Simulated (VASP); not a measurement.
# Ca3As2 (P6/mmm) in VASP: further runs

Ca3As2 is run at these levels: PBE; tasks: single point.

Program: VASP 6.6.1. These are calculated values, not measurements. Logs are shortened: lines on timing, memory, paths and dates and some standing lists are left out, and cuts for length are marked.

## Step 1: The cell of the first run

Symmetry: P6/mmm, No. 191, hexagonal system. The conventional cell has a = 5.218 Å, b = 5.218 Å, c = 8.027 Å, α = 90.00°, β = 90.00°, γ = 120.00°. Ca (site symmetry mmm) has 4 Ca at 2.61 Å and 4 As at 2.99 Å within 3.4 Å. Within 3.8 Å of As (site symmetry 6mm) lie 1 As at 2.90 Å and 6 Ca at 2.99 Å.

The cell was built from a structure type or drawn by symmetry, and may not be a known phase.

## Step 2: Single point, PBE

The input, INCAR:

```
SYSTEM = Ca3As2
ALGO = Normal ; EDIFF = 1E-6
ENCUT = 520 ; GGA = PE
ISIF = 2 ; ISMEAR = 0
LASPH = .TRUE. ; LCHARG = .FALSE.
LREAL = .FALSE. ; LWAVE = .FALSE.
NBANDS = 28 ; NELM = 100
PREC = Accurate ; SIGMA = 0.1
```

The input, KPOINTS:

```
k-points
0
G
  6 6 2
  0 0 0
```

The input, POSCAR:

```
Ca3As2
1.0
    5.2182421200      0.0000000000      0.0000000000
   -2.6091210600      4.5191302400      0.0000000000
    0.0000000000      0.0000000000      8.0273760100
Ca As
3 2
Direct
    0.5000000000      0.0000000000      0.0000000000
    0.0000000000      0.5000000000      0.0000000000
    0.5000000000      0.5000000000      0.0000000000
    0.0000000000      0.0000000000      0.1807863200
    0.0000000000      0.0000000000      0.8192136800
```

Potentials or basis: VASP PAW PBE potentials, release 64 (Ca_sv, As).

On the command line:

```
cat potpaw_PBE.64/Ca_sv/POTCAR potpaw_PBE.64/As/POTCAR > POTCAR
mpirun -np 1 vasp_std > vasp.out
```

OUTCAR:

```text
SYSTEM = Ca3As2
   EDIFF = 1E-6
   ENCUT = 520
   GGA = PE
   ISIF = 2
   ISMEAR = 0
   LASPH = .TRUE.
   LREAL = .FALSE.
   NELM = 100
   PREC = Accurate

 ion  position               nearest neighbor table
   1  0.500  0.000  0.000-   2 2.61   3 2.61   3 2.61   2 2.61   4 2.99   4 2.99   5 2.99   5 2.99

   2  0.000  0.500  0.000-   3 2.61   3 2.61   1 2.61   1 2.61   4 2.99   5 2.99   4 2.99   5 2.99

   3  0.500  0.500  0.000-   2 2.61   2 2.61   1 2.61   1 2.61   4 2.99   5 2.99   4 2.99   5 2.99

   4  0.000  0.000  0.181-   5 2.90   1 2.99   1 2.99   2 2.99   2 2.99   3 2.99   3 2.99
   5  0.000  0.000  0.819-   4 2.90   1 2.99   1 2.99   2 2.99   2 2.99   3 2.99   3 2.99

  LATTYP: Found a hexagonal cell.
 ALAT       =     5.2182421200
 C/A-ratio  =     1.5383295419

  Lattice vectors:

 A1 = (   5.2182421200,   0.0000000000,   0.0000000000)
 A2 = (  -2.6091210600,   4.5191302400,   0.0000000000)
 A3 = (   0.0000000000,   0.0000000000,   8.0273760100)

Analysis of symmetry for initial positions (statically):
=====================================================================
 Subroutine PRICEL returns:
 Original cell was already a primitive cell.

 Routine SETGRP: Setting up the symmetry group for a
 hexagonal supercell.

 Subroutine GETGRP returns: Found 24 space group operations
 (whereof 24 operations were pure point group operations)
 out of a pool of 24 trial point group operations.

The static configuration has the point symmetry D_6h.

Analysis of symmetry for dynamics (positions and initial velocities):
=====================================================================
 Subroutine PRICEL returns:
 Original cell was already a primitive cell.

 Routine SETGRP: Setting up the symmetry group for a
 hexagonal supercell.

 Subroutine GETGRP returns: Found 24 space group operations
 (whereof 24 operations were pure point group operations)
 out of a pool of 24 trial point group operations.

The dynamic configuration has the point symmetry D_6h.

 Subroutine INISYM returns: Found 24 space group operations
 (whereof 24 operations are pure point group operations),
 and found     1 'primitive' translations

----------------------------------------------------------------------------------------

[... 86 lines left out ...]
   NELM   =    100;   NELMIN=  2; NELMDL= -5     # of ELM steps
   EDIFF  = 0.1E-05   stopping-criterion for ELM
   LREAL  =      F    real-space projection
   EDIFFG = 0.1E-04   stopping-criterion for IOM
   NSW    =      0    number of steps for IOM
   IBRION =     -1    ionic relax: 0-MD 1-quasi-New 2-CG
   NFREE  =      0    steps in history (QN), initial steepest desc. (CG)
   ISIF   =      2    stress and relaxation
   ISYM   =      2    0-nonsym 1-usesym 2-fastsym
   POTIM  = 0.5000    time-step for ionic-motion
   TEBEG  =    0.0;   TEEND  =   0.0 temperature during run
   PSTRESS=    0.0 pullay stress
   NELECT =      40.0000    total number of electrons
   NUPDOWN=      -1.0000    fix difference up-down
   EMIN   =  10.00;   EMAX   =-10.00  energy-range for DOS
   EFERMI =   0.00;   METHOD = LEGACY
   ISMEAR =     0;   SIGMA  =   0.10  broadening in eV -4-tet -1-fermi 0-gaus
   EFERMI_NEDOS =   21; number of points for ismear=-14 and -15
   IALGO  =     38    algorithm
   IMIX   =      4    mixing-type and parameters
     AMIX     =   0.40;   BMIX     =  1.00
     AMIX_MAG =   1.60;   BMIX_MAG =  1.00
  volume/ion in A,a.u.               =      37.86       255.49
  Fermi-wavevector in a.u.,A,eV,Ry     =   0.975088  1.842650 12.936380  0.950797
  Thomas-Fermi vector in A             =   2.105600
   LORBIT       =      0    0 simple, 1 ext, 2 COOP (PROOUT), +10 PAW based schemes
   GGA     = PE    functional components
   LHFCALC =     F    Hartree Fock is set to
   AEXX    =    0.0000 exact exchange contribution
   IVDW    =     0    specifies the selected vdW correction
   LEPSILON=     F    determine dielectric tensor
   LRPA    =     F    only Hartree local field effects (RPA)
 non-spin polarized calculation
 Gauss-broadening in eV      SIGMA  =   0.10
  energy-cutoff  :      520.00
  volume of cell :      189.30
 maximum number of plane-waves:      5118
 NGX is ok and might be reduce to    40
   NGX = 19   NGY = 19   NGZ = 29

 number of electron      39.9999989 magnetization

 Free energy of the ion-electron system (eV)
  ---------------------------------------------------
  ext. energy  EPLUGINS =         0.00000000
  ---------------------------------------------------
  free energy    TOTEN  =       -11.61301034 eV

  energy without entropy =      -11.58940550  energy(sigma->0) =      -11.60120792

 E-fermi :   1.2748     XC(G=0):  -6.8159

 val. band max:        1.2479999946   @ k =   0.3333  -0.0000   0.5000
 cond. band min:       1.2776851504   @ k =   0.3333  -0.0000   0.0000
 fundamental gap:      0.0296851558
 Fermi energy:         1.2748448946

 k-point     1 :       0.0000    0.0000    0.0000
  band No.  band energies     occupation
      1     -40.3256      2.00000
      2     -39.6623      2.00000
      3     -39.6623      2.00000
      4     -23.1052      2.00000
      5     -21.8237      2.00000
      6     -21.8237      2.00000
[... 423 lines left out ...]
     27       3.3452      0.00000
     28       5.1836      0.00000

------------------------ aborting loop because EDIFF is reached ----------------------------------------

  FORCE on cell =-STRESS in cart. coord.  units (eV):
  Direction    XX          YY          ZZ          XY          YZ          ZX
  --------------------------------------------------------------------------------------
  -------------------------------------------------------------------------------------
  Total       15.1736176     15.1736176     -3.2976932      0.0000000      0.0000000      0.0000000
  in kB      128.4242472    128.4242472    -27.9105335      0.0000000      0.0000000      0.0000000
  external PRESSURE =      76.3126536 kB  Pullay stress =       0.0000000 kB

 VOLUME and BASIS-vectors are now :
 -----------------------------------------------------------------------------
  energy-cutoff  :      520.00
  volume of cell :      189.30
      direct lattice vectors                 reciprocal lattice vectors
     5.218242120  0.000000000  0.000000000     0.191635416  0.110640759  0.000000000
    -2.609121060  4.519130240  0.000000000     0.000000000  0.221281518  0.000000000
     0.000000000  0.000000000  8.027376010     0.000000000  0.000000000  0.124573709

 POSITION                                       TOTAL-FORCE (eV/Angst)
 -----------------------------------------------------------------------------------
      2.60912      0.00000      0.00000        -0.000000      0.000000      0.000000
     -1.30456      2.25957      0.00000        -0.000000      0.000000      0.000000
      1.30456      2.25957      0.00000        -0.000000      0.000000      0.000000
      0.00000      0.00000      1.45124        -0.000000     -0.000000     -1.117077
      0.00000      0.00000      6.57614         0.000000      0.000000      1.117077
 -----------------------------------------------------------------------------------
    total drift:                               -0.000000      0.000000     -0.000000

  FREE ENERGIE OF THE ION-ELECTRON SYSTEM (eV)
  ---------------------------------------------------
  free  energy   TOTEN  =       -11.6130103403 eV

  energy  without entropy=      -11.5894055031  energy(sigma->0) =      -11.60120792
```

stdout:

```text
POSCAR found type information on POSCAR CaAs
 POSCAR found :  2 types and       5 ions
 scaLAPACK will be used
 LDA part: xc-table for (Slater+PW92), standard interpolation
 POSCAR, INCAR and KPOINTS ok, starting setup
 FFT: planning ... GRIDC
 FFT: planning ... GRID_SOFT
 FFT: planning ... GRID
 WAVECAR not read
 entering main loop
```

Run time: 42 s. Hardware: 1 thread of Intel Xeon 6975P-C (Granite Rapids), shared host; peak memory 0.31 GiB.

Results:

- Free energy: -11.6130 eV
- Pressure: 7.6 GPa
- Largest force: 1.117 eV/Å
- Band gap on the k mesh: zero (bands 20 and 21 overlap by 1.28 eV)

Forces on the atoms (eV/Å):
```
Ca   0.000  0.000  0.000
Ca   0.000  0.000  0.000
Ca   0.000  0.000  0.000
As   0.000  0.000 -1.117
As   0.000  0.000  1.117
```

Stress tensor (GPa, compression positive):
```
12.84  0.00  0.00
 0.00 12.84  0.00
 0.00  0.00 -2.79
```

Levels at points of the mesh, in eV from the Fermi level:
| k point | band 18 | band 19 | band 20 | band 21 | band 22 | band 23 |
| --- | --- | --- | --- | --- | --- | --- |
| (0.00, 0.00, 0.00) | -1.71 | -1.63 | -1.63 | -0.47 | 0.35 | 0.35 |
| (0.50, 0.00, 0.00) | -1.60 | -1.56 | 0.02 | 0.18 | 0.93 | 0.96 |
| (0.00, 0.00, 0.50) | -1.70 | -1.62 | -1.62 | -0.47 | 0.36 | 0.36 |
| (0.50, 0.00, 0.50) | -1.68 | -1.58 | 0.03 | 0.07 | 0.62 | 1.02 |

Caveat: the k points lie up to 0.39 Å⁻¹ apart, too coarse for converged energies and pressures of a metal; forces of over 1 eV/Å act on the atoms, so gaps and moduli don't describe the material at rest.

(Continued in part 2 of 2.)
